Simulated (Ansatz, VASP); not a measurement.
**Si in VASP and in Ansatz**

INCAR

```
SYSTEM = Si
PREC     = Accurate       ! precision mode
ENCUT    = 520            ! plane-wave cutoff, eV
EDIFF    = 1E-7           ! SCF threshold, eV
ISMEAR   = -1             ! smearing method
SIGMA    = 0.1            ! smearing width, eV
LREAL    = .FALSE.        ! projectors in reciprocal space
LASPH    = .TRUE.         ! aspherical terms in the spheres
NELM     = 80             ! most SCF steps
ALGO     = Normal         ! electronic algorithm
ISIF     = 2              ! what is computed and relaxed
LWAVE    = .FALSE.        ! write WAVECAR
LCHARG   = .TRUE.         ! write CHGCAR
GGA      = PS             ! functional
LELF     = .TRUE.         ! ELF
LVHAR    = .TRUE.       
NBANDS   = 8              ! bands
```

Contents of KPOINTS:

```
regular mesh
0
G
  16 16 16
  0 0 0
```

Contents of POSCAR:

```
Si
1.0
    0.0000000000      1.8617176357      1.8617176357
    1.8617176357      0.0000000000      1.8617176357
    1.8617176357      1.8617176357      0.0000000000
Si
1
Direct
    0.0000000000      0.0000000000      0.0000000000
```

Input for Ansatz:

```yaml
crystal:
  lattice:
    - [0.0, 1.8617176357, 1.8617176357]
    - [1.8617176357, 0.0, 1.8617176357]
    - [1.8617176357, 1.8617176357, 0.0]
  atoms:
    - { symbol: Si, position: [0.0, 0.0, 0.0] }
hamiltonian:
  xc: pbesol
  pseudopotentials:
    kind: paw
    azcp:
      Si: "pseudopotentials/Si.paw.azcp"
basis:
  ecutwfc: 420
  fft_grid_basis: typed
kpoints:
  mp_grid: { grid: [16, 16, 16], shift: [0, 0, 0] }
magnetization:
  spin_polarized: false
scf:
  occupations: { method: fermi_dirac, width: 0.1 }
  lower_state_search: "off"
output:
  stress: true
```

Alike in both runs: task single point; functional PBEsol; k mesh 16 × 16 × 16; occupations fermi-dirac, width 0.1 eV; no spin polarisation.

```csv
,VASP,Ansatz
version,VASP 6.6.1,Ansatz 0.2.0
potentials or method,"VASP PAW PBE potentials, release 64 (Si), cutoff 520 eV","plane waves (420 eV) with PAW, scalar-relativistic"
valence electrons in the cell,4,4
```

```tsv
	VASP	Ansatz	Ansatz less VASP
pressure (GPa)	9.8	9.6	-0.17
```

VASP's potentials were made for PBE, not for PBEsol, and Ansatz warns of the same on its side.
